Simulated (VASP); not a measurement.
# SiC (P6_3mc) in VASP: further runs

The runs below take SiC through relaxation of the atoms, with LDA.

Program: VASP 6.6.1. These are calculated values, not measurements. Logs are shortened: lines on timing, memory, paths and dates and some standing lists are left out, and cuts for length are marked.

## 1. The cell of the first run

The structure is hexagonal, space group P6_3mc (No. 186). The conventional cell has a = 3.012 Å, b = 3.012 Å, c = 4.750 Å, α = 90.00°, β = 90.00°, γ = 120.00°. Within 2.4 Å of Si (site symmetry 3m) lie 4 C at 1.78 to 1.84 Å. C (site symmetry 3m) has 4 Si at 1.78 to 1.84 Å within 2.4 Å.

## 2. Relaxation of the atoms, LDA (9.33 Å³/atom)

File INCAR:

```
SYSTEM = SiC
  PREC = Accurate
  ENCUT = 520
  EDIFF = 1E-6
  ISMEAR = 0
  SIGMA = 0.05
  LREAL = .FALSE.
  LASPH = .TRUE.
  NELM = 60
  ALGO = Normal
  ISIF = 2
  LWAVE = .FALSE.
  LCHARG = .FALSE.
  GGA = CA
  IBRION = 2
  NSW = 50
  EDIFFG = -0.01
```

File KPOINTS:

```
regular mesh
0
G
  12 12 6
  0 0 0
```

File POSCAR:

```
SiC
1.0
    3.0123758657      0.0000000000      0.0000000000
   -1.5061879329      2.6087940254      0.0000000000
    0.0000000000      0.0000000000      4.7499142650
Si C
2 2
Direct
    0.3333333333      0.6666666667      0.0046041256
    0.6666666667      0.3333333333      0.5046041256
    0.3333333333      0.6666666667      0.3803958744
    0.6666666667      0.3333333333      0.8803958744
```

Potentials or basis: VASP PAW LDA potentials, release 64 (Si, C).

Launch:

```bash
> cat potpaw_LDA.64/Si/POTCAR potpaw_LDA.64/C/POTCAR > POTCAR
> mpirun -np 1 vasp_std > vasp.out
```

OUTCAR:

```text
SYSTEM = SiC
   PREC = Accurate
   ENCUT = 520
   EDIFF = 1E-6
   ISMEAR = 0
   LREAL = .FALSE.
   LASPH = .TRUE.
   NELM = 60
   ISIF = 2
   GGA = CA
   IBRION = 2
   NSW = 50
   EDIFFG = -0.01

 ion  position               nearest neighbor table
   1  0.333  0.667  0.005-   3 1.78   4 1.84   4 1.84   4 1.84   2 2.94   2 2.94   2 2.94   2 2.94
                             2 2.94   2 2.94
   2  0.667  0.333  0.505-   4 1.78   3 1.84   3 1.84   3 1.84   1 2.94   1 2.94   1 2.94   1 2.94
                             1 2.94   1 2.94
   3  0.333  0.667  0.380-   1 1.78   2 1.84   2 1.84   2 1.84
   4  0.667  0.333  0.880-   2 1.78   1 1.84   1 1.84   1 1.84

  LATTYP: Found a hexagonal cell.
 ALAT       =     3.0123758657
 C/A-ratio  =     1.5768000000

  Lattice vectors:

 A1 = (   3.0123758657,   0.0000000000,   0.0000000000)
 A2 = (  -1.5061879329,   2.6087940254,   0.0000000000)
 A3 = (   0.0000000000,   0.0000000000,   4.7499142650)

Analysis of symmetry for initial positions (statically):
=====================================================================
 Subroutine PRICEL returns:
 Original cell was already a primitive cell.

 Routine SETGRP: Setting up the symmetry group for a
 hexagonal supercell.

 Subroutine GETGRP returns: Found 12 space group operations
 (whereof  6 operations were pure point group operations)
 out of a pool of 24 trial point group operations.

The static configuration has the point symmetry C_3v.
 The point group associated with its full space group is C_6v.

Analysis of symmetry for dynamics (positions and initial velocities):
=====================================================================
 Subroutine PRICEL returns:
 Original cell was already a primitive cell.

 Routine SETGRP: Setting up the symmetry group for a
 hexagonal supercell.

 Subroutine GETGRP returns: Found 12 space group operations
 (whereof  6 operations were pure point group operations)
 out of a pool of 24 trial point group operations.

The dynamic configuration has the point symmetry C_3v.
 The point group associated with its full space group is C_6v.

 Subroutine INISYM returns: Found 12 space group operations
 (whereof  6 operations are pure point group operations),
 and found     1 'primitive' translations

----------------------------------------------------------------------------------------

                                     Primitive cell

  volume of cell :      37.3280

  direct lattice vectors                    reciprocal lattice vectors
     3.012375866  0.000000000  0.000000000     0.331963887  0.191659439  0.000000000
    -1.506187933  2.608794025  0.000000000     0.000000000  0.383318878  0.000000000
     0.000000000  0.000000000  4.749914265     0.000000000  0.000000000  0.210530116

  length of vectors
     3.012375866  3.012375866  4.749914265     0.383318878  0.383318878  0.210530116

  position of ions in fractional coordinates (direct lattice)
     0.333333333  0.666666667  0.004604126
     0.666666667  0.333333333  0.504604126
     0.333333333  0.666666667  0.380395874
     0.666666667  0.333333333  0.880395874

  ion indices of the primitive-cell ions
   primitive index   ion index
                 1           1
                 2           2
                 3           3
                 4           4

----------------------------------------------------------------------------------------

 KPOINTS: regular mesh

Automatic generation of k-mesh.
 Grid dimensions read from file:
 generate k-points for:   12   12    6

 Generating k-lattice:

  Cartesian coordinates                     Fractional coordinates (reciprocal lattice)
     0.027663657  0.015971620  0.000000000     0.083333333 -0.000000000  0.000000000
     0.000000000  0.031943240  0.000000000     0.000000000  0.083333333  0.000000000
     0.000000000  0.000000000  0.035088353     0.000000000  0.000000000  0.166666667

  Length of vectors
     0.031943240  0.031943240  0.035088353

  Shift w.r.t. Gamma in fractional coordinates (k-lattice)
     0.000000000  0.000000000  0.000000000

 Subroutine IBZKPT returns following result:
 ===========================================

 Found     76 irreducible k-points:

 Following reciprocal coordinates:
            Coordinates               Weight
  0.000000  0.000000  0.000000      1.000000
  0.083333  0.000000  0.000000      6.000000
  0.166667  0.000000  0.000000      6.000000
  0.250000  0.000000  0.000000      6.000000
  0.333333  0.000000  0.000000      6.000000
  0.416667  0.000000  0.000000      6.000000
[... 16 lines left out ...]
  0.250000  0.000000  0.166667     12.000000
  0.333333  0.000000  0.166667     12.000000
 [... further k-points ...]
   k-points           NKPTS =     76   k-points in BZ     NKDIM =     76   number of bands    NBANDS=     12
   number of dos      NEDOS =    301   number of ions     NIONS =      4
   total plane-waves  NPLWV =  20736
   dimension x,y,z NGX =    24 NGY =   24 NGZ =   36
   dimension x,y,z NGXF=    48 NGYF=   48 NGZF=   72
   ions per type =               2   2
   NGX,Y,Z   is equivalent  to a cutoff of  13.25, 13.25, 12.60 a.u.
   NGXF,Y,Z  is equivalent  to a cutoff of  26.49, 26.49, 25.20 a.u.
 SYSTEM =  SiC
   PREC   = accura    normal or accurate (medium, high low for compatibility)
   ISTART =      0    job   : 0-new  1-cont  2-samecut
   ICHARG =      2    charge: 1-file 2-atom 10-const
   ISPIN  =      1    spin polarized calculation?
   LNONCOLLINEAR =      F non collinear calculations
   LSORBIT =      F    spin-orbit coupling
   LASPH  =      T    aspherical Exc in radial PAW
   ENCUT  =  520.0 eV  38.22 Ry    6.18 a.u.   5.60  5.60  8.83*2*pi/ulx,y,z
   NELM   =     60;   NELMIN=  2; NELMDL= -5     # of ELM steps
   EDIFF  = 0.1E-05   stopping-criterion for ELM
   LREAL  =      F    real-space projection
   EDIFFG = -.1E-01   stopping-criterion for IOM
   NSW    =     50    number of steps for IOM
   IBRION =      2    ionic relax: 0-MD 1-quasi-New 2-CG
   NFREE  =      1    steps in history (QN), initial steepest desc. (CG)
   ISIF   =      2    stress and relaxation
   ISYM   =      2    0-nonsym 1-usesym 2-fastsym
   POTIM  = 0.5000    time-step for ionic-motion
   TEBEG  =    0.0;   TEEND  =   0.0 temperature during run
   PSTRESS=    0.0 pullay stress
   NELECT =      16.0000    total number of electrons
   NUPDOWN=      -1.0000    fix difference up-down
   EMIN   =  10.00;   EMAX   =-10.00  energy-range for DOS
   EFERMI =   0.00;   METHOD = LEGACY
   ISMEAR =     0;   SIGMA  =   0.05  broadening in eV -4-tet -1-fermi 0-gaus
   EFERMI_NEDOS =   21; number of points for ismear=-14 and -15
   IALGO  =     38    algorithm
   IMIX   =      4    mixing-type and parameters
     AMIX     =   0.40;   BMIX     =  1.00
     AMIX_MAG =   1.60;   BMIX_MAG =  1.00
  volume/ion in A,a.u.               =       9.33        62.98
  Fermi-wavevector in a.u.,A,eV,Ry     =   1.234345  2.332574 20.729942  1.523608
  Thomas-Fermi vector in A             =   2.369039
   LORBIT       =      0    0 simple, 1 ext, 2 COOP (PROOUT), +10 PAW based schemes
   GGA     = CA    functional components
   LHFCALC =     F    Hartree Fock is set to
   AEXX    =    0.0000 exact exchange contribution
   IVDW    =     0    specifies the selected vdW correction
   LEPSILON=     F    determine dielectric tensor
   LRPA    =     F    only Hartree local field effects (RPA)
 conjugate gradient relaxation of ions
 non-spin polarized calculation
 Gauss-broadening in eV      SIGMA  =   0.05
  energy-cutoff  :      520.00
  volume of cell :       37.33
 maximum number of plane-waves:      1031
 NGX is ok and might be reduce to    24
   NGX = 11   NGY = 11   NGZ = 17

--------------------------------------- Ionic step        1  -------------------------------------------

 number of electron      16.0000000 magnetization

 Free energy of the ion-electron system (eV)
  ---------------------------------------------------
  ext. energy  EPLUGINS =         0.00000000
  ---------------------------------------------------
  free energy    TOTEN  =       -32.96392045 eV

  energy without entropy =      -32.96392045  energy(sigma->0) =      -32.96392045

------------------------ aborting loop because EDIFF is reached ----------------------------------------

  FORCE on cell =-STRESS in cart. coord.  units (eV):
  Direction    XX          YY          ZZ          XY          YZ          ZX
  --------------------------------------------------------------------------------------
  -------------------------------------------------------------------------------------
  Total        3.2065965      3.2065965      9.9512151     -0.0000000      0.0000000      0.0000000
  in kB      137.6322401    137.6322401    427.1220320     -0.0000000      0.0000000      0.0000000
  external PRESSURE =     234.1288374 kB  Pullay stress =       0.0000000 kB
[... 23 lines left out ...]
  energy  without entropy=      -32.9639204487  energy(sigma->0) =      -32.96392045

--------------------------------------- Ionic step        2  -------------------------------------------

 number of electron      15.9999997 magnetization

 E-fermi :  10.1303     XC(G=0): -11.9912

 val. band max:        9.9244686101   @ k =   0.0000   0.0000   0.0000
 cond. band min:      11.8034862263   @ k =   0.3333   0.3333   0.0000
 fundamental gap:      1.8790176162
 Fermi energy:        10.1302781803

 k-point     1 :       0.0000    0.0000    0.0000
  band No.  band energies     occupation
      1      -6.8858      2.00000
      2      -2.5807      2.00000
      3       0.3919      2.00000
      4       7.6864      2.00000
      5       7.6864      2.00000
      6       9.2172      2.00000
      7       9.2172      2.00000
      8       9.9245      2.00000
      9      14.4120      0.00000
     10      16.2362      0.00000
     11      16.2362      0.00000
     12      17.2209      0.00000
[... 380 lines left out ...]
  energy  without entropy=      -32.9513137555  energy(sigma->0) =      -32.95131376

--------------------------------------- Ionic step        3  -------------------------------------------

 number of electron      16.0000000 magnetization

 Free energy of the ion-electron system (eV)
  ---------------------------------------------------
  ext. energy  EPLUGINS =         0.00000000
  ---------------------------------------------------
  free energy    TOTEN  =       -32.98548559 eV

  energy without entropy =      -32.98548559  energy(sigma->0) =      -32.98548559

 E-fermi :   9.9035     XC(G=0): -11.9905

 val. band max:        9.6773465314   @ k =   0.0000   0.0000   0.0000
 cond. band min:      11.6444499189   @ k =   0.3333   0.3333   0.0000
 fundamental gap:      1.9671033875
 Fermi energy:         9.9035281925

 k-point     1 :       0.0000    0.0000    0.0000
  band No.  band energies     occupation
      1      -6.8864      2.00000
      2      -2.5420      2.00000
      3       0.2853      2.00000
      4       7.7541      2.00000
      5       7.7541      2.00000
      6       9.3105      2.00000
      7       9.3105      2.00000
      8       9.6773      2.00000
      9      14.4142      0.00000
     10      16.2557      0.00000
     11      16.2557      0.00000
     12      17.1980      0.00000
[... 376 lines left out ...]
  FREE ENERGIE OF THE ION-ELECTRON SYSTEM (eV)
  ---------------------------------------------------
  free  energy   TOTEN  =       -32.9854855949 eV

  energy  without entropy=      -32.9854855949  energy(sigma->0) =      -32.98548559

 reached required accuracy - stopping structural energy minimisation
```

Run time: 26 s. Hardware: 1 thread of Intel Xeon Platinum 8488C (Sapphire Rapids), shared host; peak memory 0.15 GiB.

What came out:

```yaml
Free_energy: -32.9855 eV
Energy_gained_by_relaxing: 5.4 meV/atom
Ionic_steps: 3
Pressure_after_relaxing: 22.8 GPa
Band_gap_on_the_k_mesh: 1.97 eV (least direct gap 3.75 eV)
```

The path:
```
step  energy change (eV)  largest force (eV/Å)  pressure (GPa)
   1              0.0000                0.7316           23.41
   2              0.0126                0.8169           22.50
   3             -0.0216                0.0003           22.84
```

Final structure:
```xyz
4
Lattice="3.0124 0.0000 0.0000 -1.5062 2.6088 0.0000 0.0000 0.0000 4.7499" Properties=species:S:1:pos:R:3 pbc="T T T"
Si    0.0000    1.7392    0.0068
Si    1.5062    0.8696    2.3817
C     0.0000    1.7392    1.8220
C     1.5062    0.8696    4.1969
```

Levels at points of the mesh, in eV from the valence-band top:
| k point | band 5 | band 6 | band 7 | band 8 | band 9 | band 10 | band 11 | band 12 |
| --- | --- | --- | --- | --- | --- | --- | --- | --- |
| (0.00, 0.00, 0.00) | -1.92 | -0.37 | -0.37 | 0.00 | 4.74 | 6.58 | 6.58 | 7.52 |
| (0.50, 0.00, 0.00) | -6.00 | -4.04 | -3.77 | -1.47 | 2.27 | 4.36 | 7.15 | 7.28 |
| (0.00, 0.00, 0.50) | -1.21 | -1.21 | -1.21 | -1.21 | 6.00 | 6.00 | 7.23 | 7.23 |
| (0.50, 0.00, 0.50) | -3.01 | -3.01 | -2.39 | -2.39 | 3.29 | 3.29 | 5.53 | 5.53 |

A k mesh can miss the band edges. As with any semilocal functional, this LDA gap is likely too small.

## 3. Relaxation of the atoms, LDA

This run uses another cell than the first one, of 10.14 Å³/atom.

File INCAR:

```
SYSTEM = SiC
ALGO = Normal
EDIFF = 1E-7
EDIFFG = -0.01
ENCUT = 520
GGA = CA
IBRION = 2
ISIF = 2
ISMEAR = 0
LASPH = .True.
LCHARG = .False.
LREAL = .False.
LWAVE = .False.
NELM = 80
NSW = 50
PREC = Accurate
SIGMA = 0.05
```

File KPOINTS:

```
k-points
0
Gamma
  12 12 6
  0 0 0
```

File POSCAR:

```
SiC
1.0
    3.0561890961      0.0000000000      0.0000000000
   -1.5280945481      2.6467373960      0.0000000000
    0.0000000000      0.0000000000      5.0161734257
Si C
2 2
Direct
    0.3333333333      0.6666666667      0.0046041256
    0.6666666667      0.3333333333      0.5046041256
    0.3333333333      0.6666666667      0.3803958744
    0.6666666667      0.3333333333      0.8803958744
```

Potentials or basis: VASP PAW LDA potentials, release 64 (Si, C).

Launch:

```bash
> cat potpaw_LDA.64/Si/POTCAR potpaw_LDA.64/C/POTCAR > POTCAR
> mpirun -np 1 vasp_std > vasp.out
```

Run time: 20 s. Hardware: 1 thread of Intel Xeon Platinum 8259CL at 2.50GHz (Skylake/Cascade Lake), shared host; peak memory 0.15 GiB.

It converged, with:

| Quantity | Value |
| --- | --- |
| Free energy | -33.2759 eV |
| Pressure after relaxing | 0.4 GPa |
| Band gap on the k mesh | 2.12 eV (least direct gap 3.91 eV) |

Final structure:
```xyz
4
Lattice="3.0562 0.0000 0.0000 -1.5281 2.6467 0.0000 0.0000 0.0000 5.0162" Properties=species:S:1:pos:R:3 pbc="T T T"
Si    0.0000    1.7645    0.0231
Si    1.5281    0.8822    2.5312
C     0.0000    1.7645    1.9081
C     1.5281    0.8822    4.4162
```

Levels at points of the mesh, in eV from the valence-band top:
| k point | band 5 | band 6 | band 7 | band 8 | band 9 | band 10 | band 11 | band 12 |
| --- | --- | --- | --- | --- | --- | --- | --- | --- |
| (0.00, 0.00, 0.00) | -1.32 | -0.12 | 0.00 | 0.00 | 4.93 | 6.42 | 6.67 | 6.67 |
| (0.50, 0.00, 0.00) | -5.51 | -3.37 | -3.36 | -1.20 | 2.71 | 4.16 | 6.96 | 7.11 |
| (0.00, 0.00, 0.50) | -0.72 | -0.72 | -0.72 | -0.72 | 6.00 | 6.00 | 7.35 | 7.35 |
| (0.50, 0.00, 0.50) | -2.48 | -2.48 | -2.35 | -2.35 | 3.25 | 3.25 | 5.23 | 5.23 |

A k mesh can miss the band edges. LDA gaps usually lie below the measured ones, often by a third to a half.

## 4. Relaxation of the atoms, LDA (10.95 Å³/atom)

This run uses another cell than the first one, of 10.95 Å³/atom.

File INCAR:

```
SYSTEM = SiC
  ALGO = Normal
  EDIFF = 1E-6
  EDIFFG = -0.01
  ENCUT = 520
  IBRION = 2
  ISIF = 2
  ISMEAR = 0
  LASPH = .True.
  LCHARG = .False.
  LREAL = .False.
  LWAVE = .False.
  NELM = 80
  NSW = 50
  PREC = Accurate
  SIGMA = 0.05
```

KPOINTS is that of step 3.

File POSCAR:

```
SiC
1.0
    3.2204700057      0.0000000000      0.0000000000
   -1.6102350029      2.7890088370      0.0000000000
    0.0000000000      0.0000000000      4.8786900116
Si C
2 2
Direct
    0.3333333333      0.6666666667      0.0046041256
    0.6666666667      0.3333333333      0.5046041256
    0.3333333333      0.6666666667      0.3803958744
    0.6666666667      0.3333333333      0.8803958744
```

Launch:

```bash
> cat potpaw_LDA.64/Si/POTCAR potpaw_LDA.64/C/POTCAR > POTCAR
> mpirun -np 1 vasp_std > vasp.out
```

Wall time 44 s (1 thread of Intel Xeon Platinum 8259CL at 2.50GHz (Skylake/Cascade Lake), shared host); peak memory 0.15 GiB.

It converged, with:

```
Free energy               : -32.8596 eV
Energy gained by relaxing : 8.0 meV/atom
Ionic steps               : 3
Pressure after relaxing   : -14.5 GPa
Band gap on the k mesh    : 1.64 eV (least direct gap 2.73 eV)
```

Stress tensor (GPa, compression positive):
```
-26.09   0.00   0.00
  0.00 -26.09   0.00
  0.00   0.00   8.83
```

The path:
```csv
step,energy change (eV),largest force (eV/Å),pressure (GPa)
1,0.0000,0.8002,-13.32
2,-0.0101,0.5845,-15.15
3,-0.0318,0.0011,-14.45
```

Final structure:
```
CELL_PARAMETERS angstrom
3.22047 0.00000 0.00000
-1.61024 2.78901 0.00000
0.00000 0.00000 4.87869
ATOMIC_POSITIONS crystal
Si 0.33333 0.66667 0.00040
Si 0.66667 0.33333 0.50040
C 0.33333 0.66667 0.38460
C 0.66667 0.33333 0.88460
```

Levels at points of the mesh, in eV from the valence-band top:
| k point | band 5 | band 6 | band 7 | band 8 | band 9 | band 10 | band 11 | band 12 |
| --- | --- | --- | --- | --- | --- | --- | --- | --- |
| (0.00, 0.00, 0.00) | -2.12 | -0.44 | -0.44 | 0.00 | 2.73 | 5.32 | 5.32 | 5.44 |
| (0.50, 0.00, 0.00) | -5.53 | -3.95 | -3.41 | -1.41 | 1.64 | 4.30 | 6.02 | 6.38 |
| (0.00, 0.00, 0.50) | -1.36 | -1.36 | -1.36 | -1.36 | 4.13 | 4.13 | 6.09 | 6.09 |
| (0.50, 0.00, 0.50) | -2.93 | -2.93 | -2.13 | -2.13 | 2.84 | 2.84 | 5.03 | 5.03 |

A k mesh can miss the band edges.

## 5. Summary

| cell | gap on the mesh (eV) | pressure (GPa) |
| --- | --- | --- |
| atoms relaxed from a = 3.012, b = 3.012, c = 4.750 Å, angles 90.0, 90.0, 120.0°, 4 atoms | 1.97 | 22.8 |
| atoms relaxed from a = 3.056, b = 3.056, c = 5.016 Å, angles 90.0, 90.0, 120.0°, 4 atoms | 2.12 | 0.4 |
| atoms relaxed from a = 3.220, b = 3.220, c = 4.879 Å, angles 90.0, 90.0, 120.0°, 4 atoms | 1.64 | -14.5 |

Alike in all rows: task relaxation of the atoms; level LDA; potentials or basis VASP PAW LDA potentials, release 64 (Si, C); no spin polarisation; k mesh 12 × 12 × 6; cutoff (eV) 520; smearing gaussian 0.05 eV.

Total energies depend on the potentials used, so only differences within one code and one set of settings carry meaning.
